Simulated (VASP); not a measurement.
Write the native input for VASP 6.6.1 that does the following.

* Task: single point
* Functional: PBE
* Dispersion: D3(BJ)
* Potentials or basis: VASP PAW PBE potentials, release 64 (Al)
* Cutoff: 520 eV
* k mesh: 10 × 10 × 1
* Occupations: gaussian, width 0.1 eV
* Spin: no spin polarisation
* Dipole correction: yes
* Further INCAR settings: ALGO = Normal; EDIFF = 1e-06; NBANDS = 12

The structure of Al lies in POSCAR:

```
Al
1.0
    2.8157304272      0.0000000000      0.0000000000
    0.0000000000      2.8157304272      0.0000000000
    0.0000000000      0.0000000000     17.9820441581
Al
3
Direct
    0.5000000000      0.5000000000      0.3892772111
    0.0000000000      0.0000000000      0.5045108970
    0.5000000000      0.5000000000      0.6200390242
```

These files were run (other wordings do the same):

INCAR

```
PREC     = Accurate       # precision mode
ENCUT    = 520            # plane-wave cutoff, eV
EDIFF    = 1E-6           # SCF threshold, eV
ISMEAR   = 0              # smearing method
SIGMA    = 0.1            # smearing width, eV
LREAL    = F              # projectors in reciprocal space
LASPH    = T              # aspherical terms in the spheres
NELM     = 60             # most SCF steps
ALGO     = Normal         # electronic algorithm
ISIF     = 2              # what is computed and relaxed
LWAVE    = F              # write WAVECAR
LCHARG   = F              # write CHGCAR
LDIPOL   = T            
IDIPOL   = 3            
DIPOL    = 0.5 0.5 0.505
GGA      = PE             # functional
IVDW     = 12             # dispersion correction
NBANDS   = 12             # bands
```

KPOINTS

```
regular mesh
0
Gamma
  10 10 1
```

Potentials or basis: VASP PAW PBE potentials, release 64 (Al).

Run with:

```console
$ cat potpaw_PBE.64/Al/POTCAR > POTCAR
$ mpirun -np 1 vasp_std > vasp.out
```

It gave:

```
Largest force              : 0.022 eV/Å
Dispersion energy per atom : -0.216 eV
```

It took 58 s on 1 thread of Intel(R) Xeon(R) Platinum 8259CL CPU @ 2.50GHz (Skylake/Cascade Lake) (shared host), peak memory 0.27 GiB.
